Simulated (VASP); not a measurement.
Cu:

```
Cu
1.0
     0.00000    1.80748    1.80748
     1.80748    0.00000    1.80748
     1.80748    1.80748    0.00000
Cu
1
Direct
  0.00000 0.00000 0.00000
```

```yaml
Program: VASP 6.6.1
Task: relaxation of cell and atoms
Functional: LDA
Potentials_or_basis: VASP PAW LDA potentials, release 64 (Cu_sv_GW)
Cutoff: 820 eV
k_mesh: 18 × 18 × 18
Occupations: fermi-dirac, width 0.05 eV
Spin: no spin polarisation
```

At the start: pressure -13.3 GPa; volume 11.81 Å³/atom.

Q: How do energy, volume and symmetry change on relaxing?

A: Over 3 steps the energy falls by 41.5 meV/atom and the volume is 10.90 Å³/atom (-7.7 %); space group Fm-3m (No. 225, to 0.1 Å) before and after.

Step by step:
| step | energy change (eV) | largest force (eV/Å) | pressure (GPa) | volume (Å³) |
| --- | --- | --- | --- | --- |
| 1 | 0.0000 | 0.0000 | -13.32 | 11.81 |
| 2 | -0.0120 | 0.0000 | 14.73 | 10.21 |
| 3 | -0.0415 | 0.0000 | -0.08 | 10.90 |

Final structure:
```cif
data_structure
_symmetry_space_group_name_H-M 'P 1'
_symmetry_Int_Tables_number 1
_cell_length_a 2.4884
_cell_length_b 2.4884
_cell_length_c 2.4884
_cell_angle_alpha 60.000
_cell_angle_beta 60.000
_cell_angle_gamma 60.000
_cell_volume 10.90
loop_
_atom_site_label
_atom_site_type_symbol
_atom_site_fract_x
_atom_site_fract_y
_atom_site_fract_z
_atom_site_occupancy
Cu1 Cu 0.00000 0.00000 0.00000 1
```
